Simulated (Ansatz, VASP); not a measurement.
# Ca: VASP beside Ansatz

The input POSCAR:

```
Ca
1.0
   -2.1904913249      2.1904913249      2.1904913249
    2.1904913249     -2.1904913249      2.1904913249
    2.1904913249      2.1904913249     -2.1904913249
Ca
1
Direct
    0.0000000000      0.0000000000      0.0000000000
```

INCAR.step1

```
  PREC = Accurate
  ENCUT = 520
  ISMEAR = 0
  SIGMA = 0.1
  LREAL = F
  LASPH = T
  NELM = 80
  NBANDS = 11
  GGA = PE
  ALGO = Normal
  EDIFF = 1E-4
  LWAVE = T
  LCHARG = F
```

The input INCAR.step2:

```
  PREC = Accurate
  ENCUT = 520
  EDIFF = 1E-6
  ISMEAR = 0
  SIGMA = 0.1
  LREAL = F
  LASPH = T
  NELM = 80
  ALGO = Normal
  ISIF = 2
  LWAVE = F
  LCHARG = F
  METAGGA = R2SCAN
  LMIXTAU = T
  NBANDS = 11
  ISTART = 1
```

KPOINTS

```
regular mesh
0
Gamma
  14 14 14
```

Input for Ansatz:

```yaml
crystal:
  lattice:
    - [-2.1904913249, 2.1904913249, 2.1904913249]
    - [2.1904913249, -2.1904913249, 2.1904913249]
    - [2.1904913249, 2.1904913249, -2.1904913249]
  atoms:
    - { symbol: Ca, position: [0.0, 0.0, 0.0] }
basis:
  ecutwfc: 500
kpoints:
  mp_grid: { grid: [14, 14, 14] }
  band_path:
    path:
      - [[0.0, 0.0, 0.0], [0.5, -0.5, 0.5], [0.0, 0.0, 0.5], [0.0, 0.0, 0.0], [0.25, 0.25, 0.25], [0.5, -0.5, 0.5]]
      - [[0.25, 0.25, 0.25], [0.0, 0.0, 0.5]]
    npoints: 14
hamiltonian:
  xc: r2scan
scf:
  occupations: { method: gaussian, width: 0.1 }
  n_extra_bands: 6
output:
  forces: true
  stress: true
  eigenvalues: true
  populations: true
  dos: { projected: true, de: 0.02, nscf_kmesh: { grid: [21, 21, 21] } }
  bader: true
  write_density: true
  write_potential: true
  elf: true
  volumetric_format: npy
```

Alike in both runs: task single point; functional r2SCAN; k mesh 14 × 14 × 14; occupations gaussian, width 0.1 eV; no spin polarisation.

```csv
,VASP,Ansatz
version,VASP 6.6.1,Ansatz 0.2.0
potentials or method,"VASP PAW PBE potentials, release 64 (Ca_sv), cutoff 520 eV","scalar-relativistic, plane waves, PAW"
valence electrons in the cell,10,10
```

```tsv
	VASP	Ansatz	Ansatz less VASP
gap on the k mesh at the Fermi level (eV)	none	none	-
pressure (GPa)	0.6	0.6	-0.07
```

VASP's potentials were made for PBE, not for r2SCAN. A gap of «none» marks a metal or a gap that the smearing closes. With one functional, cell and mesh, what is left measures potentials, basis and numerics.
